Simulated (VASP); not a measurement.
GaP, 2 atoms in the cell. It takes space group F-43m (No. 216, cubic). The conventional cell has a = 5.396 Å, b = 5.396 Å, c = 5.396 Å, α = 90.00°, β = 90.00°, γ = 90.00°. Ga (site symmetry -43m) has 4 P at 2.34 Å within 3.1 Å. P (site symmetry -43m) has 4 Ga at 2.34 Å within 3.1 Å.  This cell differs from its parent crystal: strain -1.0%.

* Program: VASP 6.6.1
* Task: single point
* Functional: r2SCAN
* Potentials or basis: VASP PAW PBE potentials, release 64 (Ga_d, P)
* Cutoff: 520 eV
* k mesh: 8 × 8 × 8
* Occupations: gaussian, width 0.01 eV
* Spin: no spin polarisation
* Dipole correction: no
* Further INCAR settings: ALGO = Normal; EDIFF = 1e-06; NBANDS = 16

Potentials or basis: VASP PAW PBE potentials, release 64 (Ga_d, P).

Run with:

```sh
$ cat potpaw_PBE.64/Ga_d/POTCAR potpaw_PBE.64/P/POTCAR > POTCAR
$ cp INCAR.step1 INCAR
$ mpirun -np 1 vasp_std > vasp.out
$ cp INCAR.step2 INCAR
$ mpirun -np 1 vasp_std > vasp.out
```

Hardware: 1 thread of Intel(R) Xeon(R) Platinum 8488C (Sapphire Rapids) (shared host).

Q: Estimate the wall time of this run.

A: Wall time 53 s on 1 thread of Intel(R) Xeon(R) Platinum 8488C (Sapphire Rapids), on a shared host, peak memory 0.17 GiB. Counts: k points 29.
